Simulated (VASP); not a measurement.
## Mg16SeS15: single point with PBEsol

Mg16SeS15:

```xyz
64
Lattice="10.4013 0.0000 0.0000 0.0000 10.4013 0.0000 0.0000 0.0000 10.4013" Properties=species:S:1:pos:R:3 pbc="T T T"
S     2.5953   10.4008   10.3996
S     2.5877    0.0062    5.2003
S     2.5904    5.1985   10.3943
S     2.5792    5.1900    5.2094
S     7.7986   10.3993   10.3993
S     7.8058    0.0043    5.2003
S     7.8078    5.1976   10.3929
S     7.8157    5.1880    5.2084
S    10.3987    2.5975   10.3999
S    10.3996    2.5976    5.2016
S    10.3988    7.8001   10.3993
S    10.3975    7.7987    5.2012
S     5.1993    2.5914   10.3947
S     5.1981    2.5892    5.2090
S     5.1982    7.8084   10.3930
S    10.3989   10.4000    2.5995
S    10.3986   10.4002    7.8010
S    10.3984    5.1982    2.5984
S    10.3984    5.1974    7.8016
S     5.1980    0.0057    2.5913
S     5.1973    0.0056    7.8082
S     5.1976    5.1901    7.8074
S     2.5899    2.5911    2.5991
S     2.5975    2.5993    7.8014
S     2.5796    7.8081    2.5900
S     2.5885    7.8002    7.8090
S     7.8084    2.5886    2.5989
S     7.7991    2.5981    7.7999
S     7.8157    7.8067    2.5899
S     7.8055    7.7989    7.8070
Se    5.1961    7.8028    5.2042
Se    5.1982    5.1941    2.5954
Mg   10.3973    0.0003   10.3995
Mg   10.3972    0.0095    5.2002
Mg   10.4003    5.1980   10.3886
Mg   10.3979    5.1852    5.2110
Mg    5.1972    0.0112   10.3881
Mg    5.1965    0.0506    5.2118
Mg    5.1990    5.1870   10.3466
Mg    5.1971    5.1401    5.2574
Mg    2.5963    2.5985    0.0005
Mg    2.5861    2.5978    5.2006
Mg    2.5862    7.7999   10.4001
Mg    2.5416    7.7992    5.1992
Mg    7.8014    2.5980   10.3993
Mg    7.8111    2.5953    5.1994
Mg    7.8108    7.7975   10.3987
Mg    7.8506    7.7961    5.1981
Mg    2.5855   10.3996    2.5991
Mg    2.5952   10.4003    7.7999
Mg    2.5438    5.1993    2.6023
Mg    2.5844    5.2004    7.8016
Mg    7.8094   10.3980    2.5990
Mg    7.8007   10.3997    7.8000
Mg    7.8522    5.1964    2.6008
Mg    7.8100    5.1988    7.7998
Mg   10.3995    2.5869    2.5977
Mg   10.3991    2.5965    7.8026
Mg   10.3982    7.8110    2.5867
Mg   10.3969    7.8005    7.8116
Mg    5.1988    2.5449    2.5884
Mg    5.1975    2.5863    7.8140
Mg    5.1983    7.8559    2.5416
Mg    5.1963    7.8118    7.8540
```

```
Program                : VASP 6.6.1
Task                   : single point
Functional             : PBEsol
Potentials or basis    : VASP PAW PBE potentials, release 64 (S, Se, Mg)
Cutoff                 : 500 eV
k mesh                 : 1 × 1 × 1, shifted
Occupations            : fermi-dirac, width 0.05 eV
Spin                   : no spin polarisation
Dipole correction      : no
Further INCAR settings : LREAL = Auto; ALGO = Normal; EDIFF = 1e-06; NBANDS = 166; ISYM = -1
```

- Pressure: -0.2 GPa
- Largest force: 0.012 eV/Å
- Band gap on the k mesh: 3.31 eV

Forces in eV/Å, atoms in the order of the input:
```
S    0.006  0.000  0.002
S    0.002 -0.002  0.000
S   -0.001  0.001 -0.002
S    0.004  0.001  0.000
S    0.001  0.001  0.001
S    0.001  0.001 -0.002
S   -0.004  0.000 -0.002
S   -0.004  0.002 -0.003
S    0.002  0.004  0.003
S   -0.004 -0.006 -0.006
S   -0.001 -0.001 -0.002
S   -0.001  0.000 -0.006
S   -0.003 -0.002 -0.004
S    0.000  0.002 -0.005
S   -0.001 -0.007 -0.003
S   -0.003  0.003 -0.003
S   -0.003 -0.002 -0.004
S    0.000 -0.001  0.003
S   -0.002  0.004  0.000
S   -0.002  0.000 -0.001
S    0.002  0.002 -0.002
S    0.000  0.002  0.005
S    0.000 -0.001  0.004
S   -0.001 -0.004  0.003
S    0.003  0.000  0.004
S   -0.002  0.000 -0.006
S   -0.006  0.002  0.001
S   -0.001 -0.003  0.003
S   -0.004 -0.003  0.005
S    0.000  0.001  0.002
Se   0.004  0.001  0.001
Se   0.001  0.000  0.000
Mg   0.001 -0.001 -0.004
Mg   0.002  0.001  0.008
Mg  -0.003 -0.004  0.000
Mg   0.002  0.004  0.005
Mg   0.001 -0.002  0.002
Mg   0.002  0.003  0.004
Mg  -0.001 -0.002 -0.003
Mg   0.000 -0.008  0.008
Mg   0.000  0.003 -0.002
Mg   0.000  0.003 -0.002
Mg  -0.003 -0.003  0.002
Mg  -0.007 -0.005 -0.002
Mg  -0.002  0.000  0.003
Mg  -0.001  0.006  0.000
Mg   0.000  0.002  0.004
Mg   0.011  0.002 -0.001
Mg   0.001  0.000  0.003
Mg  -0.001 -0.002 -0.001
Mg  -0.011  0.003 -0.003
Mg   0.004 -0.002 -0.002
Mg   0.005  0.000  0.002
Mg  -0.003 -0.004 -0.002
Mg   0.009  0.007 -0.002
Mg   0.002 -0.001  0.001
Mg   0.000 -0.002  0.001
Mg  -0.001 -0.002  0.000
Mg   0.001  0.000  0.002
Mg   0.004  0.002  0.002
Mg   0.000 -0.005 -0.002
Mg   0.003  0.001 -0.004
Mg  -0.002  0.010 -0.006
Mg   0.003  0.001  0.002
```

Stress tensor (GPa, compression positive):
```
-0.23 -0.40 -0.40
-0.40 -0.23 -0.40
-0.40 -0.40 -0.23
```

Levels at points of the mesh, in eV from the valence-band top:
| k point | band 125 | band 126 | band 127 | band 128 | band 129 | band 130 | band 131 | band 132 |
| --- | --- | --- | --- | --- | --- | --- | --- | --- |
| (0.25, 0.25, 0.25) | -0.23 | -0.23 | -0.02 | 0.00 | 3.31 | 3.32 | 3.33 | 4.42 |

Wall time 6.3 min on 1 thread of Intel(R) Xeon(R) 6975P-C (Granite Rapids) (shared host), peak memory 0.99 GiB.

Caveat: the PAW data sets were made with another functional, which shifts forces and pressure a little; a shifted mesh leaves out Γ, where band edges can lie. A k mesh can miss the band edges.
